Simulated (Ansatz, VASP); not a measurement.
**OsAu2: VASP beside Ansatz**

```
Os Au
1.0
     4.69730    0.00000    0.00000
    -2.34865    4.06798    0.00000
     0.00000    0.00000    2.65327
Os Au
1 2
Direct
  0.00000 0.00000 0.00000
  0.33333 0.66667 0.50000
  0.66667 0.33333 0.50000
```

Alike in both runs: functional PBE; k mesh 12 × 12 × 18; occupations gaussian, width 0.1 eV; no spin polarisation.

Ansatz relaxed the structure, and its values are those at the end. VASP's run is a single point on that final structure, the one shown.

|  | VASP | Ansatz |
| --- | --- | --- |
| version | VASP 6.6.1 | Ansatz 0.2.0 |
| potentials or method | VASP PAW PBE potentials, release 64 (Os, Au), cutoff 520 eV | scalar-relativistic, plane waves, PAW |
| valence electrons in the cell | 30 | 54 |

Ansatz gave:

| Item | Value |
| --- | --- |
| gap on the k mesh at the Fermi level (eV) | none |
| pressure (GPa) | 0.0 |

**Question.** What did VASP give for the same quantities?

**Answer.** gap on the k mesh at the Fermi level (eV): none; pressure (GPa): -0.3.

A gap of «none» marks a metal or a gap that the smearing closes. The functional is the same, so the differences come from potentials, cutoffs and numerics. VASP's potentials hold 30 valence electrons a cell and Ansatz's 54, so a difference there can come from the potentials and not from the codes.

Spin-orbit coupling is off throughout.
